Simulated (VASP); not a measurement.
HfC:

```
Hf C
1.0
     0.00000    2.32500    2.32500
     2.32500    0.00000    2.32500
     2.32500    2.32500    0.00000
Hf C
1 1
Direct
  0.50000 0.50000 0.50000
  0.00000 0.00000 0.00000
```

- Program: VASP 6.6.1
- Task: relaxation of cell and atoms
- Functional: PBEsol
- Potentials or basis: VASP PAW PBE potentials, release 64 (Hf_pv, C)
- Cutoff: 600 eV
- k mesh: 10 × 10 × 10
- Occupations: fermi-dirac, width 0.05 eV
- Spin: no spin polarisation

At the start: pressure -7.0 GPa; volume 12.57 Å³/atom.

Question: Where does the relaxation end?

Answer: Over 3 steps the energy falls by 8.2 meV/atom and the volume is 12.21 Å³/atom (-2.9 %); space group Fm-3m (No. 225, to 0.05 Å).

Step by step:
| step | energy change (eV) | largest force (eV/Å) | pressure (GPa) | volume (Å³) |
| --- | --- | --- | --- | --- |
| 1 | 0.0000 | 0.0000 | -7.04 | 25.14 |
| 2 | 0.0371 | 0.0000 | 14.57 | 23.18 |
| 3 | -0.0164 | 0.0000 | -0.18 | 24.42 |

Final structure:
```cif
data_structure
_symmetry_space_group_name_H-M 'P 1'
_symmetry_Int_Tables_number 1
_cell_length_a 3.2565
_cell_length_b 3.2565
_cell_length_c 3.2565
_cell_angle_alpha 60.000
_cell_angle_beta 60.000
_cell_angle_gamma 60.000
_cell_volume 24.42
loop_
_atom_site_label
_atom_site_type_symbol
_atom_site_fract_x
_atom_site_fract_y
_atom_site_fract_z
_atom_site_occupancy
Hf1 Hf 0.50000 0.50000 0.50000 1
C1 C 0.00000 0.00000 0.00000 1
```

Caveat: the PAW data sets were made with another functional, which shifts forces and pressure a little.
